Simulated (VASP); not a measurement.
Runs of VASP 6.6.1 on Ru. The structure is that of space group P6_3/mmc (No. 194), or close to it. The cells are those of the table. 

```csv
cell,gap on the mesh (eV),pressure (GPa)
"a = 2.319, b = 2.319, c = 3.708 Å, angles 90.0, 90.0, 120.0°, 2 atoms",none,429.8
"a = 2.504, b = 2.504, c = 3.976 Å, angles 90.0, 90.0, 120.0°, 2 atoms",none,131.1
"a = 2.588, b = 2.588, c = 4.095 Å, angles 90.0, 90.0, 120.0°, 2 atoms",none,(a)
"a = 2.415, b = 2.415, c = 3.847 Å, angles 90.0, 90.0, 120.0°, 2 atoms",none,243.8
```

Alike in all rows: task single point; level r2SCAN; potentials or basis VASP PAW PBE potentials, release 64 (Ru_pv); no spin polarisation; k mesh 16 × 16 × 9; cutoff (eV) 550; smearing fermi-dirac 0.08 eV.

Question: Fill in the values left out.

Answer: (a) 61.2.

Caveats: the cell stands under pressure; an empty level that is flat over the whole mesh can mark a ghost state of the potentials, or a narrow d or f band; the PAW data sets were made with another functional, which shifts forces and pressure a little.

A k mesh can miss the band edges, and the runs leave out spin-orbit coupling on Ru.

A gap of «none» marks levels without a gap at the run's occupations.
